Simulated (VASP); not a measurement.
Write the native input for VASP 6.6.1 that does the following.

```yaml
Task: relaxation of shape and atoms at fixed volume
Functional: PBE
Potentials_or_basis: VASP PAW PBE potentials, release 64 (Ta_pv)
Cutoff: 600 eV
k_mesh: 9 × 9 × 12
Occupations: fermi-dirac, width 0.05 eV
Spin: no spin polarisation
Dipole_correction: no
Further_INCAR_settings: ALGO = Normal; EDIFF = 1e-06; IBRION = 2; EDIFFG = -0.005; NSW = 50; ISIF = 4
```

The structure of Ta lies in POSCAR:

```
Ta
1.0
    4.2767151709      0.0000000000      0.0000000000
   -2.1383575854      3.7037439827      0.0000000000
    0.0000000000      0.0000000000      2.4010026998
Ta
3
Direct
    0.0000000000      0.0000000000      0.0000000000
    0.3333333333      0.6666666667      0.5000000000
    0.6666666667      0.3333333333      0.5000000000
```

These files were run (other wordings do the same):

INCAR

```
SYSTEM = Ta
ALGO = Normal
EDIFF = 1E-6
EDIFFG = -0.005
ENCUT = 600
GGA = PE
IBRION = 2
ISIF = 4
ISMEAR = -1
LASPH = .True.
LCHARG = .False.
LREAL = .False.
LWAVE = .False.
NELM = 100
NSW = 50
PREC = Accurate
SIGMA = 0.05
```

KPOINTS

```
k-points
0
Gamma
  9 9 12
  0 0 0
```

Potentials or basis: VASP PAW PBE potentials, release 64 (Ta_pv).

Launch:

```sh
$ cat potpaw_PBE.64/Ta_pv/POTCAR > POTCAR
$ mpirun -np 1 vasp_std > vasp.out
```

It gave:

```
Energy gained by relaxing : 6.0 meV/atom
Ionic steps               : 4
Pressure after relaxing   : 149.9 GPa
```

Wall time 110 s on 1 thread of Intel(R) Xeon(R) Platinum 8488C (Sapphire Rapids) (shared host), peak memory 0.21 GiB.
